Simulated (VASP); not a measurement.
# NbSi (Fm-3m) in VASP: settings compared, part 2 of 2

VASP 6.6.1. Earlier steps stand in the parts before.

### 4 Elastic constants, PBE

Input file INCAR:

```
SYSTEM = NbSi
ALGO     = Normal         ! electronic algorithm
EDIFF    = 1E-8           ! SCF threshold, eV
ENCUT    = 600            ! plane-wave cutoff, eV
GGA      = PE             ! functional
IBRION   = 6              ! ionic algorithm
ISIF     = 3              ! what is computed and relaxed
ISMEAR   = -1             ! smearing method
LASPH    = .True.         ! aspherical terms in the spheres
LCHARG   = .True.         ! write CHGCAR
LREAL    = .False.        ! projectors in reciprocal space
LWAVE    = .False.        ! write WAVECAR
NBANDS   = 16             ! bands
NELM     = 80             ! most SCF steps
NFREE    = 2            
NSW      = 1              ! ionic steps
POTIM    = 0.015          ! step
PREC     = Accurate       ! precision mode
SIGMA    = 0.05           ! smearing width, eV
```

Input file KPOINTS:

```
k-points
0
Gamma
  7 7 7
  0 0 0
```

Input file POSCAR:

```
NbSi
1.0
    0.0000000000      2.5738300000      2.5738300000
    2.5738300000      0.0000000000      2.5738300000
    2.5738300000      2.5738300000      0.0000000000
Nb Si
1 1
Direct
    0.0000000000      0.0000000000      0.0000000000
    0.5000000000      0.5000000000      0.5000000000
```

Potentials or basis: VASP PAW PBE potentials, release 64 (Nb_sv, Si).

Started as:

```bash
> cat potpaw_PBE.64/Nb_sv/POTCAR potpaw_PBE.64/Si/POTCAR > POTCAR
> mpirun -np 1 vasp_std > vasp.out
```

OUTCAR:

```text
SYSTEM = NbSi
   EDIFF = 1E-8
   ENCUT = 600
   GGA = PE
   IBRION = 6
   ISIF = 3
   ISMEAR = -1
   LASPH = .True.
   LREAL = .False.
   NELM = 80
   NFREE = 2
   NSW = 1
   POTIM = 0.015
   PREC = Accurate

 ion  position               nearest neighbor table
   1  0.000  0.000  0.000-   2 2.57   2 2.57   2 2.57   2 2.57   2 2.57   2 2.57
   2  0.500  0.500  0.500-   1 2.57   1 2.57   1 2.57   1 2.57   1 2.57   1 2.57

  LATTYP: Found a face centered cubic cell.
 ALAT       =     5.1476600000

  Lattice vectors:

 A1 = (   0.0000000000,   2.5738300000,   2.5738300000)
 A2 = (   2.5738300000,   0.0000000000,   2.5738300000)
 A3 = (   2.5738300000,   2.5738300000,   0.0000000000)
[... 875 lines left out ...]
  --------------------------------------------------------------------------------
  x     0.00000     0.00000     0.00000     0.00000     0.00000     0.00000
  y     0.00000     0.00000     0.00000     0.00000     0.00000     0.00000
  z     0.00000     0.00000     0.00000     0.00000     0.00000     0.00000

 INTERNAL STRAIN TENSOR FOR ION    2 for displacements in x,y,z  (eV/Angst):
          X           Y           Z          XY          YZ          ZX
  --------------------------------------------------------------------------------
  x     0.00000     0.00000     0.00000     0.00000     0.00000     0.00000
  y     0.00000     0.00000     0.00000     0.00000     0.00000     0.00000
  z     0.00000     0.00000     0.00000     0.00000     0.00000     0.00000

 Eigenvectors and eigenvalues of the dynamical matrix
 ----------------------------------------------------

   1 f  =   10.815405 THz    67.955193 2PiTHz  360.763073 cm-1    44.728900 meV
             X         Y         Z           dx          dy          dz
      0.000000  0.000000  0.000000     0.000000    0.481736    0.000000
      2.573830  2.573830  2.573830     0.000000   -0.876317    0.000000
[... 21 lines left out ...]
   6 f/i=    0.000612 THz     0.003846 2PiTHz    0.020417 cm-1     0.002531 meV
             X         Y         Z           dx          dy          dz
      0.000000  0.000000  0.000000     0.000000    0.000000    0.876317
      2.573830  2.573830  2.573830     0.000000    0.000000    0.481736

--------------------------------------------------------------------------------------------------------

 ELASTIC MODULI CONTR FROM IONIC RELAXATION (kBar)
 Direction    XX          YY          ZZ          XY          YZ          ZX
 --------------------------------------------------------------------------------
 XX           0.0000      0.0000      0.0000      0.0000      0.0000      0.0000
 YY           0.0000      0.0000      0.0000      0.0000      0.0000      0.0000
 ZZ           0.0000      0.0000      0.0000      0.0000      0.0000      0.0000
 XY           0.0000      0.0000      0.0000      0.0000      0.0000      0.0000
 YZ           0.0000      0.0000      0.0000      0.0000      0.0000      0.0000
 ZX           0.0000      0.0000      0.0000      0.0000      0.0000      0.0000
 --------------------------------------------------------------------------------

 TOTAL ELASTIC MODULI (kBar)
 Direction    XX          YY          ZZ          XY          YZ          ZX
 --------------------------------------------------------------------------------
 XX        3758.3074    394.8439    394.8439      0.0000     -0.0000     -0.0000
 YY         394.8439   3758.3074    394.8439     -0.0000     -0.0000      0.0000
 ZZ         394.8439    394.8439   3758.3074     -0.0000     -0.0000      0.0000
 XY           0.0000     -0.0000     -0.0000    237.5266      0.0000      0.0000
 YZ          -0.0000     -0.0000     -0.0000      0.0000    237.5266      0.0000
 ZX          -0.0000      0.0000      0.0000      0.0000      0.0000    237.5266
 --------------------------------------------------------------------------------
```

OSZICAR:

```text
N       E                     dE             d eps       ncg     rms          rms(c)
DAV:   1     0.133599475594E+03    0.13360E+03   -0.90177E+03   640   0.111E+03
DAV:   2    -0.109664321560E+02   -0.14457E+03   -0.13738E+03   760   0.351E+02
[... 223 lines left out ...]
DAV:   1    -0.160901144215E+02   -0.31730E-03   -0.13991E-01  1280   0.176E+00    0.125E-01
DAV:   2    -0.160899079082E+02    0.20651E-03   -0.33341E-03  1880   0.443E-01    0.605E-02
DAV:   3    -0.160897948766E+02    0.11303E-03   -0.34517E-04  1480   0.136E-01    0.140E-02
DAV:   4    -0.160897967459E+02   -0.18692E-05   -0.28623E-05  1808   0.478E-02    0.154E-02
DAV:   5    -0.160897971245E+02   -0.37863E-06   -0.11147E-06  1944   0.119E-02    0.685E-03
DAV:   6    -0.160897971211E+02    0.33767E-08   -0.58730E-07  1864   0.103E-02    0.291E-03
DAV:   7    -0.160897971257E+02   -0.45884E-08   -0.92173E-08  1528   0.283E-03
  17 F= -.16089797E+02 E0= -.16081972E+02  d E =-.156507E-01
```

Run time: 4.8 min. Hardware: 1 thread of Intel Xeon 6975P-C (Granite Rapids), shared host; peak memory 0.26 GiB.

What came out:

```
Elastic constants C11, C12, C44 : 376, 39, 24 GPa
Voigt bulk modulus              : 152 GPa
Highest phonon frequency at Γ   : 361 cm⁻¹
```

Phonon frequencies in cm⁻¹ (negative: imaginary):
| q point | frequencies |
| --- | --- |
| (0.000, 0.000, 0.000) | 0 0 0 361 361 361 |

Elastic tensor in Voigt notation (GPa, in the Cartesian axes of the cell as first typed):
```
376  39  39   0   0   0
 39 376  39   0   0   0
 39  39 376   0   0   0
  0   0   0  24   0   0
  0   0   0   0  24   0
  0   0   0   0   0  24
```

Clamped-ion elastic tensor (GPa):
```
376  39  39   0   0   0
 39 376  39   0   0   0
 39  39 376   0   0   0
  0   0   0  24   0   0
  0   0   0   0  24   0
  0   0   0   0   0  24
```
